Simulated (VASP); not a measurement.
Write the native input for VASP 6.6.1 that does the following.

| Property | Result |
| --- | --- |
| Task | single point |
| Functional | PBEsol |
| Dispersion | D3(BJ) |
| Potentials or basis | VASP PAW PBE potentials, release 64 (In_d, Se) |
| Cutoff | 520 eV |
| k mesh | 10 × 10 × 10 |
| Occupations | gaussian, width 0.15 eV |
| Spin | no spin polarisation |
| Dipole correction | no |
| Further INCAR settings | ALGO = Normal; EDIFF = 1e-06; NBANDS = 30 |

The structure of In3Se lies in POSCAR:

```
In3Se
1.0
    4.7383678700      0.0000000000      0.0000000000
    0.0000000000      4.7383678700      0.0000000000
    0.0000000000      0.0000000000      4.6445481862
In Se
3 1
Direct
    0.0000000000      0.5000000000      0.5000000000
    0.5000000000      0.0000000000      0.5000000000
    0.5000000000      0.5000000000      0.0000000000
    0.0000000000      0.0000000000      0.0000000000
```

These files were run (other wordings do the same):

INCAR

```
  ALGO = Normal
  EDIFF = 1E-6
  ENCUT = 520
  GGA = PS
  ISIF = 2
  ISMEAR = 0
  IVDW = 12
  LASPH = T
  LCHARG = F
  LREAL = F
  LWAVE = F
  NBANDS = 30
  NELM = 100
  PREC = Accurate
  SIGMA = 0.15
```

KPOINTS

```
k-points
0
Gamma
  10 10 10
```

Potentials or basis: VASP PAW PBE potentials, release 64 (In_d, Se).

Launch:

```bash
$ cat potpaw_PBE.64/In_d/POTCAR potpaw_PBE.64/Se/POTCAR > POTCAR
$ mpirun -np 1 vasp_std > vasp.out
```

Results of the run:

```yaml
Pressure: -3.2 GPa
Band_gap_on_the_k_mesh: zero (an odd number of electrons rules out a gap without spin polarisation)
Dispersion_energy_per_atom: -0.342 eV
```

Caveat: the cell stands under tension; the PAW data sets were made with another functional, which shifts forces and pressure a little; spin-orbit coupling is left out, which moves the levels of the heavy elements.

Run time: 110 s on 1 thread of Intel(R) Xeon(R) 6975P-C (Granite Rapids), with other jobs on the host, peak memory 0.44 GiB.
